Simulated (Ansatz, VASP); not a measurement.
**Sb in VASP and in Ansatz**

INCAR

```
PREC     = Accurate       # precision mode
ENCUT    = 500            # plane-wave cutoff, eV
EDIFF    = 1E-6           # SCF threshold, eV
ISMEAR   = -1             # smearing method
SIGMA    = 0.1            # smearing width, eV
LREAL    = False          # projectors in reciprocal space
LASPH    = True           # aspherical terms in the spheres
NELM     = 120            # most SCF steps
ALGO     = Normal         # electronic algorithm
ISIF     = 2              # what is computed and relaxed
LWAVE    = False          # write WAVECAR
LCHARG   = False          # write CHGCAR
GGA      = PS             # functional
NBANDS   = 12             # bands
GGA_COMPAT= False
```

Contents of KPOINTS:

```
regular mesh
0
Gamma
  10 10 10
```

Contents of POSCAR:

```
Sb
1.0
    0.0000000000      3.4342575737      3.4342575737
    3.4342575737      0.0000000000      3.4342575737
    3.4342575737      3.4342575737      0.0000000000
Sb
2
Direct
   -0.1250000000     -0.1250000000     -0.1250000000
    0.1250000000      0.1250000000      0.1250000000
```

Input for Ansatz:

```yaml
crystal:
  lattice:
    - [0.0, 3.4342575737, 3.4342575737]
    - [3.4342575737, 0.0, 3.4342575737]
    - [3.4342575737, 3.4342575737, 0.0]
  atoms:
    - { symbol: Sb, position: [-0.125, -0.125, -0.125] }
    - { symbol: Sb, position: [0.125, 0.125, 0.125] }
kpoints:
  mp_grid: { grid: [10, 10, 10] }
  band_path:
    path:
      - [0.0, 0.0, 0.0]
      - [0.5, 0.0, 0.5]
      - [0.625, 0.25, 0.625]
      - [0.375, 0.375, 0.75]
      - [0.0, 0.0, 0.0]
      - [0.5, 0.5, 0.5]
      - [0.5, 0.25, 0.75]
      - [0.5, 0.0, 0.5]
    npoints: 14
scf:
  occupations: { method: fermi_dirac, width: 0.1 }
hamiltonian:
  xc: pbesol
  pseudopotentials: { kind: all_electron, lapw: { basis_error: 0.001 } }
output:
  forces: true
  stress: true
  eigenvalues: true
  populations: true
  dos: { projected: true, de: 0.2, e_range: [-14, 8] }
```

Alike in both runs: task single point; functional PBEsol; k mesh 10 × 10 × 10; occupations fermi-dirac, width 0.1 eV; no spin polarisation.

|  | VASP | Ansatz |
| --- | --- | --- |
| version | VASP 6.6.1 | Ansatz 0.2.0 |
| potentials or method | VASP PAW PBE potentials, release 64 (Sb), cutoff 500 eV | all-electron LAPW, scalar-relativistic |

|  | VASP | Ansatz | Ansatz less VASP |
| --- | --- | --- | --- |
| pressure (GPa) | 0.1 | 0.0 | -0.09 |

VASP's potentials were made for PBE, not for PBEsol. Ansatz ran all-electron here, and VASP with PAW potentials.

Neither program's run includes spin-orbit coupling.
